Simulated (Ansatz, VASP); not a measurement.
# Ga: VASP beside Ansatz

```
Ga
1.0
     4.27831    0.00000    0.00000
     0.00000    4.42687    0.00000
     0.00000    0.00000    6.03565
Ga
8
Cartesian
  1.0696 0.9208 0.2173
  1.0696 1.2926 3.2351
  3.2087 3.5061 5.8184
  3.2087 3.1342 2.8005
  1.0696 3.7274 1.9254
  1.0696 2.9129 4.9432
  3.2087 0.6994 4.1103
  3.2087 1.5140 1.0925
```

Alike in both runs: task single point; functional r2SCAN; k mesh 6 × 6 × 4; no spin polarisation.

```csv
,VASP,Ansatz
version,VASP 6.6.1,Ansatz 0.2.0
potentials or method,"VASP PAW PBE potentials, release 64 (Ga_d), cutoff 520 eV",PAW plane waves
occupations,"methfessel-paxton of order 1, width 0.1616 eV","cold, width 0.1616 eV"
valence electrons in the cell,104,104
```

Ansatz gave:

```
rms of the force components (eV/Å) : 0.611
```

Problem. Which values does VASP return?

Solution. rms of the force components (eV/Å): 0.616.

VASP's potentials were made for PBE, not for r2SCAN. Atom by atom the forces differ by 0.008 eV/Å (rms over components).
